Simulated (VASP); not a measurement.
Here is a VASP 6.6.1 calculation.

The input INCAR:

```
PREC = Accurate
ENCUT = 520
EDIFF = 1E-6
ISMEAR = 0
SIGMA = 0.1
LREAL = False
LASPH = True
NELM = 60
ALGO = Normal
ISIF = 2
LWAVE = False
LCHARG = False
LDIPOL = True
IDIPOL = 3
DIPOL = 0.5 0.5 0.371
NBANDS = 34
```

KPOINTS

```
Automatic mesh
0
Gamma
  9 9 1
```

Contents of POSCAR:

```
Ti4C
1.0
    2.8639615639      0.0000000000      0.0000000000
   -1.4319807819      2.4802634698      0.0000000000
    0.0000000000      0.0000000000     22.2412339090
Ti C
4 1
Direct
    0.6666666667      0.3333333333      0.1798461370
    0.3333333333      0.6666666667      0.2817907594
    0.6666666667      0.3333333333      0.3878708239
    0.3333333333      0.6666666667      0.4829423562
    0.6666666667      1.3333333333      0.5237053487
```

Potentials or basis: VASP PAW LDA potentials, release 64 (Ti_sv, C).

The run is started by

```sh
$ cat potpaw_LDA.64/Ti_sv/POTCAR potpaw_LDA.64/C/POTCAR > POTCAR
$ mpirun -np 1 vasp_std > vasp.out
```

Q: Predict the band gap on the k mesh.

A: Zero (bands 26 and 27 overlap by 0.58 eV).

Q: Estimate the largest force.

A: 1.265 eV/Å.

Forces in eV/Å, atoms in the order of the input:
```
Ti   0.000  0.000  0.538
Ti   0.000  0.000 -0.328
Ti   0.000  0.000 -1.265
Ti   0.000  0.000  0.984
C    0.000  0.000  0.071
```
